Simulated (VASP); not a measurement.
Runs of VASP 6.6.1 on ZrN. The structure is that of space group Fm-3m (No. 225), or close to it. The cells are those of the table. 

```tsv
level	cell	cutoff (eV)	gap on the mesh (eV)	pressure (GPa)
PBE+D3(BJ)	a = 3.225 Å, angles 60.0°, 2 atoms	600	none	(c)
PBE+D3(BJ)	a = 3.220 Å, angles 60.0°, 2 atoms	600	none	1.2
RPBE	a = 3.310 Å, angles 60.0°, 2 atoms	600	none	-8.4
r2SCAN	a = 3.244 Å, angles 60.0°, 2 atoms	660	none	(b)
PBE+D3(BJ)	a = 3.267 Å, angles 60.0°, 2 atoms	600	none	-9.3
RPBE	a = 3.288 Å, angles 60.0°, 2 atoms	600	none	(a)
r2SCAN	a = 3.200 Å, angles 60.0°, 2 atoms	660	none	12.1
PBE+D3(BJ)	a = 3.203 Å, angles 60.0°, 2 atoms	600	none	5.7
```

Alike in all rows: task single point; potentials or basis VASP PAW PBE potentials, release 64 (Zr_sv, N); no spin polarisation; k mesh 8 × 8 × 8; smearing gaussian 0.05 eV.

Question: Fill in the values left out.

Answer: (a) -4.3; (b) 0.3; (c) 0.2.

Caveats: pairwise dispersion overbinds metals, which lowers pressure and volume (some runs); the PAW data sets were made with another functional, which shifts forces and pressure a little (some runs).

A k mesh can miss the band edges, and the runs leave out spin-orbit coupling on Zr.

A gap of «none» marks levels without a gap at the run's occupations.
